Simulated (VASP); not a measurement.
Wanted: the native input for a VASP 6.6.1 run.

```yaml
Task: single point
Functional: PBEsol
Potentials_or_basis: VASP PAW PBE potentials, release 64 (P)
Cutoff: 520 eV
k_mesh: 16 × 16 × 16
Occupations: gaussian, width 0.1 eV
Spin: no spin polarisation
Dipole_correction: no
Further_INCAR_settings: ALGO = Normal; EDIFF = 1e-06; NBANDS = 12
```

The structure of P lies in POSCAR:

```
P
1.0
   -1.7064785808      2.4416914967      1.7403566647
    1.7064785808     -2.4416914967      1.7403566647
    1.7064785808      2.4416914967     -1.7403566647
P
2
Direct
    0.7786297074      0.0286297074      0.7500000000
    0.2213702926      0.9713702926      0.2500000000
```

One way to write it, as run:

INCAR

```
  ALGO = Normal
  EDIFF = 1E-6
  ENCUT = 520
  GGA = PS
  ISIF = 2
  ISMEAR = 0
  LASPH = T
  LCHARG = F
  LREAL = F
  LWAVE = F
  NBANDS = 12
  NELM = 80
  PREC = Accurate
  SIGMA = 0.1
```

KPOINTS

```
k-points
0
Gamma
  16 16 16
```

Potentials or basis: VASP PAW PBE potentials, release 64 (P).

Launch:

```sh
$ cat potpaw_PBE.64/P/POTCAR > POTCAR
$ mpirun -np 1 vasp_std > vasp.out
```

Results of the run:

* Pressure: 0.8 GPa
* Largest force: 0.035 eV/Å
* Band gap on the k mesh: zero (bands 5 and 6 overlap by 1.69 eV)

Caveat: the PAW data sets were made with another functional, which shifts forces and pressure a little.

It took 2.7 min on 1 thread of AMD EPYC 7R13 Processor (Zen 3) (shared host), peak memory 0.25 GiB.
